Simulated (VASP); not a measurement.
**Ge: single point with HSE06**

The system is Ge.

```
Ge
1.0
     1.42471   -2.46754    0.00000
     1.42471    2.46754    0.00000
     0.00000    0.00000    2.73503
Ge
1
Direct
  0.50000 0.50000 0.00000
```

This isn't the form of Ge at room conditions, which is diamond.

```yaml
Program: VASP 6.6.1
Task: single point
Functional: HSE06
Potentials_or_basis: VASP PAW PBE potentials, release 64 (Ge_d)
Cutoff: 520 eV
k_mesh: 6 × 6 × 5
Occupations: fermi-dirac, width 0.05 eV
Spin: no spin polarisation
```

```json
{
 "Pressure": "0.2 GPa",
 "Band gap on the k mesh": "zero (bands 7 and 8 overlap by 10.53 eV)"
}
```

Levels at points of the mesh, in eV from the Fermi level:
| k point | band 5 | band 6 | band 7 | band 8 | band 9 | band 10 |
| --- | --- | --- | --- | --- | --- | --- |
| (0.00, 0.00, 0.00) | -27.73 | -14.44 | 7.00 | 9.79 | 9.79 | 10.60 |
| (0.50, 0.00, 0.00) | -27.75 | -8.68 | -6.04 | 5.20 | 9.14 | 11.20 |
| (0.50, 0.50, 0.00) | -27.75 | -8.68 | -6.04 | 5.20 | 9.14 | 11.20 |

Wall time 9.8 min on 1 thread of Intel(R) Xeon(R) Platinum 8488C (Sapphire Rapids), on a shared host, peak memory 0.24 GiB.

Caveat: the k points lie up to 0.46 Å⁻¹ apart, too coarse for converged energies and pressures of a metal; the PAW data sets were made with another functional, which shifts forces and pressure a little.
